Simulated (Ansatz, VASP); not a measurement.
# Two plane-wave programs on BeAg2F4

File INCAR:

```
ALGO = Normal
EDIFF = 1E-6
EDIFFG = -0.04
ENCUT = 600
GGA = PE
IBRION = 2
ISIF = 3
ISMEAR = 0
LASPH = T
LCHARG = F
LREAL = F
LWAVE = F
NELM = 60
NSW = 90
PREC = Accurate
SIGMA = 0.1
```

KPOINTS

```
k-points
0
Gamma
  8 8 8
```

The input POSCAR:

```
BeAg2F4
1.0
   -1.7396008100      1.7396008100      6.3863069200
    1.7396008100     -1.7396008100      6.3863069200
    1.7396008100      1.7396008100     -6.3863069200
Be Ag F
1 2 4
Direct
    0.0000000000      0.0000000000      0.0000000000
    0.6437500000      0.6437500000      0.0000000000
    0.3562500000      0.3562500000      0.0000000000
    0.0000000000      0.5000000000      0.5000000000
    0.5000000000      0.0000000000      0.5000000000
    0.2500000000      0.7500000000      0.5000000000
    0.7500000000      0.2500000000      0.5000000000
```

Input for Ansatz:

```yaml
crystal:
  lattice:
    - [-1.73960081, 1.73960081, 6.38630692]
    - [1.73960081, -1.73960081, 6.38630692]
    - [1.73960081, 1.73960081, -6.38630692]
  atoms:
    - { symbol: Be, position: [0.0, 0.0, 0.0] }
    - { symbol: Ag, position: [0.64375, 0.64375, 0.0] }
    - { symbol: Ag, position: [0.35625, 0.35625, 0.0] }
    - { symbol: F, position: [0.0, 0.5, 0.5] }
    - { symbol: F, position: [0.5, 0.0, 0.5] }
    - { symbol: F, position: [0.25, 0.75, 0.5] }
    - { symbol: F, position: [0.75, 0.25, 0.5] }
basis:
  ecutwfc: 420
kpoints:
  mp_grid: { grid: [8, 8, 8] }
hamiltonian:
  xc: pbe
scf:
  occupations: { method: gaussian, width: 0.1 }
  lower_state_search: "off"
output:
  forces: true
  stress: true
  eigenvalues: true
relax:
  adjacent_minimum: "off"
  f_tol: 0.04
  max_steps: 70
  cell: { stress_tol: 0.4 }
```

Alike in both runs: task relaxation of cell and atoms; functional PBE; k mesh 8 × 8 × 8; occupations gaussian, width 0.1 eV; no spin polarisation.

|  | VASP | Ansatz |
| --- | --- | --- |
| version | VASP 6.6.1 | Ansatz 0.2.0 |
| potentials or method | VASP PAW PBE potentials, release 64 (Be, Ag, F), cutoff 600 eV | scalar-relativistic, plane waves, PAW |
| valence electrons in the cell | 52 | 68 |

VASP gave:

| Property | Result |
| --- | --- |
| gap on the k mesh at the Fermi level, each at its own relaxed structure (eV) | none |
| relaxed volume (Å³/atom) | 13.70 |
| relaxed cell length with the largest relative difference (Å) | 7.935 |

What did Ansatz give for the same quantities?

gap on the k mesh at the Fermi level, each at its own relaxed structure (eV): none; relaxed volume (Å³/atom): 14.03; relaxed cell length with the largest relative difference (Å): 8.137.

A gap of «none» marks a metal or a gap that the smearing closes. VASP's potentials hold 52 valence electrons a cell and Ansatz's 68, so a difference there can come from the potentials and not from the codes.

Noted on VASP's run: the volume moved by over 15 % at a fixed basis, so the end points are rough.
